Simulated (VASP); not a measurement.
# GaN (P1) in VASP: single point with PBEsol

Aim: the single point of GaN with PBEsol.

Everything below comes from runs of VASP 6.6.1. Logs are shortened: lines on timing, memory, paths and dates and some standing lists are left out, and cuts for length are marked.

### Step 1. The cell of the first run

The typed cell holds 64 atoms: a = 8.996 Å, b = 8.996 Å, c = 8.996 Å, α = 90.00°, β = 90.00°, γ = 90.00°.

### Step 2. Single point, PBEsol

The input, INCAR:

```
ALGO     = Normal         # electronic algorithm
EDIFF    = 1E-6           # SCF threshold, eV
ENCUT    = 700            # plane-wave cutoff, eV
GGA      = PS             # functional
GGA_COMPAT= F            
ISIF     = 2              # what is computed and relaxed
ISMEAR   = -1             # smearing method
ISYM     = -1           
LASPH    = T              # aspherical terms in the spheres
LCHARG   = F              # write CHGCAR
LREAL    = Auto         
LWAVE    = F              # write WAVECAR
NBANDS   = 326            # bands
NELM     = 120            # most SCF steps
PREC     = Accurate       # precision mode
SIGMA    = 0.05           # smearing width, eV
```

The input, KPOINTS:

```
explicit points
1
Reciprocal
  0.25000000   0.25000000   0.25000000 1
```

The input, POSCAR:

```
GaN
1.0
    8.9962420000      0.0000000000      0.0000000000
    0.0000000000      8.9962420000      0.0000000000
    0.0000000000      0.0000000000      8.9962420000
Ga N
32 32
Direct
    0.9954770000      0.0043960000      0.0032730000
    0.0043660000      0.0042080000      0.4928310000
    0.9972810000      0.4986530000      0.9941170000
    0.9935100000      0.4930610000      0.5053280000
    0.4879330000      0.0054040000      0.0024530000
    0.4852940000      0.9980580000      0.4949410000
    0.5000590000      0.4993660000      0.9960140000
    0.4960310000      0.5069290000      0.4924170000
    0.2447130000      0.2573390000      0.0002050000
    0.2359890000      0.2453170000      0.5099650000
    0.2592140000      0.7489230000      0.0026930000
    0.2490190000      0.7465080000      0.5085140000
    0.7512030000      0.2519690000      0.0108600000
    0.7566590000      0.2527460000      0.5059600000
    0.7473700000      0.7496100000      0.0079530000
    0.7470200000      0.7389180000      0.5014220000
    0.2409490000      0.9924270000      0.2546440000
    0.2479710000      0.0054990000      0.7583590000
    0.2427800000      0.5059920000      0.2359370000
    0.2520850000      0.4864990000      0.7541840000
    0.7418790000      0.0056470000      0.2573670000
    0.7462360000      0.9938240000      0.7643650000
    0.7442990000      0.5008130000      0.2386150000
    0.7549820000      0.4884600000      0.7452210000
    0.9934420000      0.2451650000      0.2494730000
    0.9959190000      0.2405670000      0.7582650000
    0.0034650000      0.7508960000      0.2574460000
    0.9913170000      0.7500030000      0.7506570000
    0.4931100000      0.2560920000      0.2599680000
    0.5021880000      0.2562100000      0.7501190000
    0.5045400000      0.7413910000      0.2453120000
    0.4957040000      0.7431350000      0.7457300000
    0.1172430000      0.1264900000      0.1284080000
    0.1266200000      0.1318360000      0.6290580000
    0.1177650000      0.6285760000      0.1189330000
    0.1302690000      0.6265290000      0.6193620000
    0.6420750000      0.1272640000      0.1261280000
    0.6184040000      0.1183820000      0.6261100000
    0.6177050000      0.6173290000      0.1111070000
    0.6167260000      0.6269580000      0.6254050000
    0.3765970000      0.3853050000      0.1335390000
    0.3812970000      0.3799160000      0.6292860000
    0.3730360000      0.8918940000      0.1280390000
    0.3753710000      0.8674160000      0.6302210000
    0.8729430000      0.3716300000      0.1209600000
    0.8824300000      0.3642250000      0.6240390000
    0.8771510000      0.8812780000      0.1233980000
    0.8786690000      0.8745870000      0.6214430000
    0.3671170000      0.1211330000      0.3844680000
    0.3803380000      0.1294280000      0.8708290000
    0.3779890000      0.6190590000      0.3819100000
    0.3775920000      0.6266690000      0.8829030000
    0.8685650000      0.1249770000      0.3791400000
    0.8744140000      0.1224230000      0.8842420000
    0.8721460000      0.6279700000      0.3691280000
    0.8822540000      0.6211950000      0.8838910000
    0.1322370000      0.3804740000      0.3742240000
    0.1271150000      0.3828010000      0.8822960000
    0.1329890000      0.8641210000      0.3821560000
    0.1200670000      0.8694130000      0.8784270000
    0.6179820000      0.3896580000      0.3772340000
    0.6175970000      0.3790580000      0.8747700000
    0.6250020000      0.8826180000      0.3766030000
    0.6309610000      0.8811940000      0.8723750000
```

Potentials or basis: VASP PAW PBE potentials, release 64 (Ga_d, N).

Started as:

```bash
$ cat potpaw_PBE.64/Ga_d/POTCAR potpaw_PBE.64/N/POTCAR > POTCAR
$ mpirun -np 1 vasp_std > vasp.out
```

OUTCAR:

```text
EDIFF = 1E-6
   ENCUT = 700
   GGA = PS
   ISIF = 2
   ISMEAR = -1
   ISYM = -1
   LASPH = T
   LREAL = Auto
   NELM = 120
   PREC = Accurate

 ion  position               nearest neighbor table
   1  0.995  0.004  0.003-  54 1.86  47 1.88  33 1.92  60 2.00
   2  0.004  0.004  0.493-  53 1.93  59 1.98  48 1.99  34 2.01
   3  0.997  0.499  0.994-  56 1.81  58 1.86  35 1.95  45 1.96
   4  0.994  0.493  0.505-  46 1.87  57 1.99  36 2.00  55 2.04
   5  0.488  0.005  0.002-  43 1.84  50 1.89  64 2.07  37 2.09
   6  0.485  0.998  0.495-  49 1.83  63 1.95  44 1.96  38 2.00
[... 56 lines left out ...]
  63  0.625  0.883  0.377-  21 1.87   6 1.95  16 2.03  31 2.05
  64  0.631  0.881  0.872-  22 1.75  15 2.00   5 2.07  32 2.08

IMPORTANT INFORMATION: All symmetrisations will be switched off!
NOSYMM: (Re-)initialisation of all symmetry stuff for point group C_1.

----------------------------------------------------------------------------------------

                                     Primitive cell

  volume of cell :     728.0872

  direct lattice vectors                    reciprocal lattice vectors
     8.996242000  0.000000000  0.000000000     0.111157526  0.000000000  0.000000000
     0.000000000  8.996242000  0.000000000     0.000000000  0.111157526  0.000000000
     0.000000000  0.000000000  8.996242000     0.000000000  0.000000000  0.111157526

  length of vectors
     8.996242000  8.996242000  8.996242000     0.111157526  0.111157526  0.111157526

  position of ions in fractional coordinates (direct lattice)
     0.995477000  0.004396000  0.003273000
     0.004366000  0.004208000  0.492831000
     0.997281000  0.498653000  0.994117000
     0.993510000  0.493061000  0.505328000
     0.487933000  0.005404000  0.002453000
     0.485294000  0.998058000  0.494941000
[... 56 lines left out ...]
     0.625002000  0.882618000  0.376603000
     0.630961000  0.881194000  0.872375000

  ion indices of the primitive-cell ions
   primitive index   ion index
                 1           1
                 2           2
                 3           3
                 4           4
                 5           5
                 6           6
[... 56 lines left out ...]
                63          63
                64          64

----------------------------------------------------------------------------------------

 KPOINTS: explicit points

Read explicit list of k-points.

 Found      1 k-points:

 Following reciprocal coordinates:
            Coordinates               Weight
  0.250000  0.250000  0.250000      1.000000
   k-points           NKPTS =      1   k-points in BZ     NKDIM =      1   number of bands    NBANDS=    326
   number of dos      NEDOS =    301   number of ions     NIONS =     64
   total plane-waves  NPLWV = 512000
   dimension x,y,z NGX =    80 NGY =   80 NGZ =   80
   dimension x,y,z NGXF=   160 NGYF=  160 NGZF=  160
   ions per type =              32  32
   NGX,Y,Z   is equivalent  to a cutoff of  14.78, 14.78, 14.78 a.u.
   NGXF,Y,Z  is equivalent  to a cutoff of  29.57, 29.57, 29.57 a.u.
 SYSTEM =  unknown system
   PREC   = accura    normal or accurate (medium, high low for compatibility)
   ISTART =      0    job   : 0-new  1-cont  2-samecut
   ICHARG =      2    charge: 1-file 2-atom 10-const
   ISPIN  =      1    spin polarized calculation?
   LNONCOLLINEAR =      F non collinear calculations
   LSORBIT =      F    spin-orbit coupling
   LASPH  =      T    aspherical Exc in radial PAW
   ENCUT  =  700.0 eV  51.45 Ry    7.17 a.u.  19.41 19.41 19.41*2*pi/ulx,y,z
   NELM   =    120;   NELMIN=  2; NELMDL= -5     # of ELM steps
   EDIFF  = 0.1E-05   stopping-criterion for ELM
   LREAL  =      T    real-space projection
   EDIFFG = 0.1E-04   stopping-criterion for IOM
   NSW    =      0    number of steps for IOM
   IBRION =     -1    ionic relax: 0-MD 1-quasi-New 2-CG
   NFREE  =      0    steps in history (QN), initial steepest desc. (CG)
   ISIF   =      2    stress and relaxation
   ISYM   =     -1    0-nonsym 1-usesym 2-fastsym
   POTIM  = 0.5000    time-step for ionic-motion
   TEBEG  =    0.0;   TEEND  =   0.0 temperature during run
   PSTRESS=    0.0 pullay stress
   NELECT =     576.0000    total number of electrons
   NUPDOWN=      -1.0000    fix difference up-down
   EMIN   =  10.00;   EMAX   =-10.00  energy-range for DOS
   EFERMI =   0.00;   METHOD = LEGACY
   ISMEAR =    -1;   SIGMA  =   0.05  broadening in eV -4-tet -1-fermi 0-gaus
   EFERMI_NEDOS =   21; number of points for ismear=-14 and -15
   IALGO  =     38    algorithm
   IMIX   =      4    mixing-type and parameters
     AMIX     =   0.40;   BMIX     =  1.00
     AMIX_MAG =   1.60;   BMIX_MAG =  1.00
  volume/ion in A,a.u.               =      11.38        76.77
  Fermi-wavevector in a.u.,A,eV,Ry     =   1.514100  2.861234 31.191336  2.292498
  Thomas-Fermi vector in A             =   2.623803
   LORBIT       =      0    0 simple, 1 ext, 2 COOP (PROOUT), +10 PAW based schemes
   GGA     = PS    functional components
   LHFCALC =     F    Hartree Fock is set to
   AEXX    =    0.0000 exact exchange contribution
   IVDW    =     0    specifies the selected vdW correction
   LEPSILON=     F    determine dielectric tensor
   LRPA    =     F    only Hartree local field effects (RPA)
 non-spin polarized calculation
  energy-cutoff  :      700.00
  volume of cell :      728.09
 maximum number of plane-waves:     30598
 NGX is ok and might be reduce to    80
   NGX = 39   NGY = 39   NGZ = 39

 number of electron     576.0000039 magnetization

 Free energy of the ion-electron system (eV)
  ---------------------------------------------------
  ext. energy  EPLUGINS =         0.00000000
  ---------------------------------------------------
  free energy    TOTEN  =      -414.43105131 eV

  energy without entropy =     -414.43105131  energy(sigma->0) =     -414.43105131

 E-fermi :   6.4137     XC(G=0): -11.9329

 val. band max:        5.2189212413   @ k =   0.2500   0.2500   0.2500
 cond. band min:       7.9943954655   @ k =   0.2500   0.2500   0.2500
 fundamental gap:      2.7754742243
 Fermi energy:         6.4137085572

 k-point     1 :       0.2500    0.2500    0.2500
  band No.  band energies     occupation
      1     -10.9702      2.00000
      2     -10.7306      2.00000
      3     -10.6183      2.00000
      4     -10.5258      2.00000
      5     -10.3929      2.00000
      6     -10.3476      2.00000
[... 292 lines left out ...]
    299       9.9123      0.00000
    300       9.9978      0.00000
 [bands above 300 left out]

------------------------ aborting loop because EDIFF is reached ----------------------------------------

  FORCE on cell =-STRESS in cart. coord.  units (eV):
  Direction    XX          YY          ZZ          XY          YZ          ZX
  --------------------------------------------------------------------------------------
  -------------------------------------------------------------------------------------
  Total        9.4756611      9.3850431      9.5420010     -1.9510849    -10.8940182     -5.8938010
  in kB       20.8514717     20.6520641     20.9974546     -4.2934198    -23.9726085    -12.9694830
  external PRESSURE =      20.8336635 kB  Pullay stress =       0.0000000 kB

 VOLUME and BASIS-vectors are now :
 -----------------------------------------------------------------------------
  energy-cutoff  :      700.00
  volume of cell :      728.09
      direct lattice vectors                 reciprocal lattice vectors
     8.996242000  0.000000000  0.000000000     0.111157526  0.000000000  0.000000000
     0.000000000  8.996242000  0.000000000     0.000000000  0.111157526  0.000000000
     0.000000000  0.000000000  8.996242000     0.000000000  0.000000000  0.111157526

 POSITION                                       TOTAL-FORCE (eV/Angst)
 -----------------------------------------------------------------------------------
      8.95555      0.03955      0.02944         0.979513     -1.301317     -0.064561
      0.03928      0.03786      4.43363        -0.585855     -1.013769      1.256203
      8.97178      4.48600      8.94332         0.387833      0.042232      1.743133
      8.93786      4.43570      4.54605         1.855733      1.497130     -1.497907
      4.38956      0.04862      0.02207         2.571970      0.428657     -0.466788
      4.36582      8.97877      4.45261         1.786050     -0.716504      1.654015
[... 56 lines left out ...]
      5.62267      7.94025      3.38801        -0.694037     -1.851325     -0.068576
      5.67628      7.92743      7.84810        -2.763554     -2.663001      2.480810
 -----------------------------------------------------------------------------------
    total drift:                               -0.010874      0.003095      0.028634

  FREE ENERGIE OF THE ION-ELECTRON SYSTEM (eV)
  ---------------------------------------------------
  free  energy   TOTEN  =      -414.4310513148 eV

  energy  without entropy=     -414.4310513147  energy(sigma->0) =     -414.43105131
```

It took 18 min on 1 thread of AMD EPYC 7R43 (Zen 3), shared host; peak memory 1 GiB.

Results:

```
Free energy            : -414.4311 eV
Pressure               : 2.1 GPa
Largest force          : 4.570 eV/Å
Band gap on the k mesh : 2.78 eV
```

Forces in eV/Å, atoms in the order of the input:
```
Ga   0.980 -1.301 -0.065
Ga  -0.586 -1.014  1.256
Ga   0.388  0.042  1.743
Ga   1.856  1.497 -1.498
Ga   2.572  0.429 -0.467
Ga   1.786 -0.717  1.654
Ga  -1.050 -0.732 -0.214
Ga   0.362 -1.263  2.390
Ga   1.127 -0.941  1.104
Ga   2.690  2.464 -1.907
Ga  -1.542  0.901 -0.150
Ga   1.374 -0.204 -0.541
Ga  -0.616  0.009 -2.270
Ga  -2.643 -1.154 -0.643
Ga   0.660  0.741 -1.125
Ga   0.114  1.975 -0.138
Ga   0.445  1.420 -0.082
Ga   0.069 -1.514 -0.405
Ga   0.204  0.090  2.158
Ga   0.135  2.457 -0.848
Ga   1.164 -1.122 -0.535
Ga   1.468  1.875 -3.236
Ga   0.581 -0.138  1.037
Ga  -0.911  1.486  0.993
Ga   0.509  1.211  0.720
Ga   0.503  0.497  0.244
Ga  -0.689  0.159 -1.237
Ga   1.384 -0.199 -0.171
Ga   0.431 -0.625 -0.189
Ga   0.322 -1.026 -0.844
Ga  -0.666  1.276  1.057
Ga   0.535  1.012  1.432
N    1.147 -0.155 -0.212
N   -1.507 -1.914  1.129
N    0.609  0.145  0.473
N   -1.867 -1.845  1.997
N   -3.744  0.119  0.534
N    0.855  0.843 -0.030
N    1.142  1.464  1.669
N    1.710 -1.349 -0.055
N   -0.039 -1.465 -1.459
N   -0.852 -0.659 -0.768
N    0.104 -2.526  0.220
N   -0.835  1.374 -0.215
N    0.838  1.227  0.941
N   -0.390  0.758  1.266
N   -0.706 -0.979  1.615
N   -0.645  0.252  0.133
N   -0.859  1.155 -1.410
N   -1.367  0.545  0.981
N   -1.860  2.382 -2.727
N   -0.367 -0.465 -1.085
N    1.113  0.341 -0.214
N   -0.524  0.985 -1.039
N   -0.299 -1.286  0.463
N   -2.241  0.651 -1.897
N   -1.543 -0.832  0.036
N   -0.747 -1.661 -0.949
N   -1.107  1.451 -0.522
N    0.673  1.066 -0.043
N    1.858 -1.895 -0.524
N    1.954 -0.806  0.055
N   -0.694 -1.851 -0.069
N   -2.764 -2.663  2.481
```

Caveat: the PAW data sets were made with another functional, which shifts forces and pressure a little; a shifted mesh leaves out Γ, where band edges can lie.
